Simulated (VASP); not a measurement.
Te2Mo, 3 atoms in the cell. The structure is hexagonal, space group P-6m2 (No. 187). The conventional cell has a = 3.679 Å, b = 3.679 Å, c = 7.725 Å, α = 90.00°, β = 90.00°, γ = 120.00°. Te (site symmetry 3m) has 3 Mo at 2.75 Å and 1 Te at 3.49 Å within 3.6 Å. Within 3.6 Å of Mo (site symmetry -6m2) lie 6 Te at 2.75 Å.  This cell differs from its parent crystal: epitaxial xy strain +4.0%.

| Property | Result |
| --- | --- |
| Program | VASP 6.6.1 |
| Task | single point |
| Functional | r2SCAN |
| Potentials or basis | VASP PAW PBE potentials, release 64 (Te, Mo_sv) |
| Cutoff | 520 eV |
| k mesh | 12 × 12 × 4 |
| Occupations | gaussian, width 0.01 eV |
| Spin | no spin polarisation |
| Dipole correction | no |
| Further INCAR settings | ALGO = Normal; EDIFF = 1e-07; NBANDS = 20 |

Potentials or basis: VASP PAW PBE potentials, release 64 (Te, Mo_sv).

The run is started by

```bash
$ cat potpaw_PBE.64/Te/POTCAR potpaw_PBE.64/Mo_sv/POTCAR > POTCAR
$ cp INCAR.step1 INCAR
$ mpirun -np 1 vasp_std > vasp.out
$ cp INCAR.step2 INCAR
$ mpirun -np 1 vasp_std > vasp.out
```

Hardware: 1 thread of Intel(R) Xeon(R) 6975P-C (Granite Rapids), on a shared host.

How long does it take, and how much memory?

It took 3.2 min on 1 thread of Intel(R) Xeon(R) 6975P-C (Granite Rapids), with other jobs on the host, peak memory 0.28 GiB. Counts: k points 57.
